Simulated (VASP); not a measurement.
A run of VASP 6.6.1 is set up as follows.

The input INCAR:

```
PREC     = Accurate       # precision mode
ENCUT    = 500            # plane-wave cutoff, eV
EDIFF    = 1E-6           # SCF threshold, eV
ISMEAR   = 0              # smearing method
SIGMA    = 0.05           # smearing width, eV
LREAL    = False          # projectors in reciprocal space
LASPH    = True           # aspherical terms in the spheres
NELM     = 120            # most SCF steps
ALGO     = Normal         # electronic algorithm
ISIF     = 2              # what is computed and relaxed
LWAVE    = False          # write WAVECAR
LCHARG   = False          # write CHGCAR
GGA      = PE             # functional
NBANDS   = 23             # bands
GGA_COMPAT= False
```

Contents of KPOINTS:

```
regular mesh
0
Gamma
  7 7 7
```

File POSCAR:

```
RbBr3
1.0
   -2.2585671000      2.2585671000      6.4370042300
    2.2585671000     -2.2585671000      6.4370042300
    2.2585671000      2.2585671000     -6.4370042300
Rb Br
1 3
Direct
    0.0000000000      0.0000000000      0.0000000000
    0.7500000000      0.2500000000      0.5000000000
    0.2500000000      0.7500000000      0.5000000000
    0.5000000000      0.5000000000      0.0000000000
```

Potentials or basis: VASP PAW PBE potentials, release 64 (Rb_sv, Br).

Launch:

```bash
$ cat potpaw_PBE.64/Rb_sv/POTCAR potpaw_PBE.64/Br/POTCAR > POTCAR
$ mpirun -np 1 vasp_std > vasp.out
```

(1) Predict the pressure.

(2) What does it give for the band gap on the k mesh?

## Answers

(1) 0.7 GPa.

(2) zero (bands 15 and 16 overlap by 0.76 eV).
